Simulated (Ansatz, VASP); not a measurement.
# Si3C in VASP and in Ansatz

Contents of INCAR:

```
SYSTEM = Si3C
ALGO = Normal
EDIFF = 1E-6
EDIFFG = -0.04
ENCUT = 600
GGA = PE
IBRION = 2
ISIF = 3
ISMEAR = 0
LASPH = .TRUE.
LCHARG = .FALSE.
LREAL = .FALSE.
LWAVE = .FALSE.
NELM = 60
NSW = 90
PREC = Accurate
SIGMA = 0.1
```

File KPOINTS:

```
k-points
0
G
  6 4 4
  0 0 0
```

POSCAR

```
Si3C
1.0
    2.7434356100      0.0000000000      0.0000000000
    0.0000000000      3.8798038500      0.0000000000
    0.0000000000      0.0000000000      5.4868712200
Si C
3 1
Direct
    0.0000000000      0.0000000000      0.7500000000
    0.5000000000      0.5000000000      0.0000000000
    0.0000000000      0.0000000000      0.2500000000
    0.5000000000      0.5000000000      0.5000000000
```

Input for Ansatz:

```yaml
crystal:
  lattice:
    - [2.74343561, 0.0, 0.0]
    - [0.0, 3.87980385, 0.0]
    - [0.0, 0.0, 5.48687122]
  atoms:
    - { symbol: Si, position: [0.0, 0.0, 0.75] }
    - { symbol: Si, position: [0.5, 0.5, 0.0] }
    - { symbol: Si, position: [0.0, 0.0, 0.25] }
    - { symbol: C, position: [0.5, 0.5, 0.5] }
basis:
  ecutwfc: 420
kpoints:
  mp_grid: { grid: [6, 4, 4] }
hamiltonian:
  xc: pbe
scf:
  occupations: { method: gaussian, width: 0.1 }
  lower_state_search: "off"
output:
  forces: true
  stress: true
  eigenvalues: true
relax:
  adjacent_minimum: "off"
  f_tol: 0.04
  max_steps: 70
  cell: { stress_tol: 0.4 }
```

Alike in both runs: task relaxation of cell and atoms; functional PBE; k mesh 6 × 4 × 4; occupations gaussian, width 0.1 eV; no spin polarisation.

```csv
,VASP,Ansatz
version,VASP 6.6.1,Ansatz 0.2.0
potentials or method,"VASP PAW PBE potentials, release 64 (Si, C), cutoff 600 eV","scalar-relativistic, plane waves, PAW"
valence electrons in the cell,16,16
```

VASP gave:

| Item | Value |
| --- | --- |
| gap on the k mesh at the Fermi level, each at its own relaxed structure (eV) | none |
| relaxed volume (Å³/atom) | 11.58 |
| relaxed length of the cell vector where the two differ most in proportion (Å) | 2.814 |

Question: Estimate Ansatz's values.

Answer: gap on the k mesh at the Fermi level, each at its own relaxed structure (eV): none; relaxed volume (Å³/atom): 11.50; relaxed length of the cell vector where the two differ most in proportion (Å): 2.773.

A gap of «none» marks a metal or a gap that the smearing closes.

The k mesh is coarse, so the values compare programs but aren't converged. Noted on VASP's run: the volume moved by over 15 % at a fixed basis, so the end points are rough; too few bands were computed for a metal, which touches its energy and stress.
